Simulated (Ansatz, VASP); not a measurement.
# Two plane-wave programs on Y

```xyz
2
Lattice="3.7338 0.0000 0.0000 -1.8669 3.2336 0.0000 0.0000 0.0000 5.8238" Properties=species:S:1:pos:R:3 pbc="T T T"
Y     0.0000    2.1557    1.4560
Y     1.8669    1.0779    4.3679
```

Alike in both runs: task single point; functional BLYP; k mesh 16 × 16 × 9; occupations fermi-dirac, width 0.1 eV; no spin polarisation.

|  | VASP | Ansatz |
| --- | --- | --- |
| version | VASP 6.6.1 | Ansatz 0.2.0 |
| potentials or method | VASP PAW PBE potentials, release 64 (Y_sv), cutoff 520 eV | plane waves (420 eV) with PAW, scalar-relativistic |
| valence electrons in the cell | 22 | 22 |

```csv
,VASP,Ansatz,Ansatz less VASP
pressure (GPa),-1.5,-1.4,+0.05
```

VASP's potentials were made for PBE, not for BLYP.
